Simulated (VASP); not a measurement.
A run of VASP 6.6.1:

Contents of INCAR:

```
ALGO = Normal
EDIFF = 1E-6
ENCUT = 520
GGA = PE
ISIF = 2
ISMEAR = 0
LASPH = True
LCHARG = False
LREAL = False
LWAVE = False
NBANDS = 20
NELM = 100
PREC = Accurate
SIGMA = 0.02
```

File KPOINTS:

```
k-points
0
Gamma
  8 8 8
```

File POSCAR:

```
CdF2
1.0
    0.0000000000      2.7406245318      2.7406245318
    2.7406245318      0.0000000000      2.7406245318
    2.7406245318      2.7406245318      0.0000000000
Cd F
1 2
Direct
    0.0000000000      0.0000000000      0.0000000000
    0.2500000000      0.2500000000      0.2500000000
    0.7500000000      0.7500000000      0.7500000000
```

Potentials or basis: VASP PAW PBE potentials, release 64 (Cd, F).

The run is started by

```sh
$ cat potpaw_PBE.64/Cd/POTCAR potpaw_PBE.64/F/POTCAR > POTCAR
$ mpirun -np 1 vasp_std > vasp.out
```

Hardware: 1 thread of AMD EPYC 7R13 Processor (Zen 3) (shared host).

Problem. Estimate the wall time of this run.

Solution. Run time: 18 s on 1 thread of AMD EPYC 7R13 Processor (Zen 3) (shared host), peak memory 0.14 GiB. Counts: scf iterations 14, k points 29.
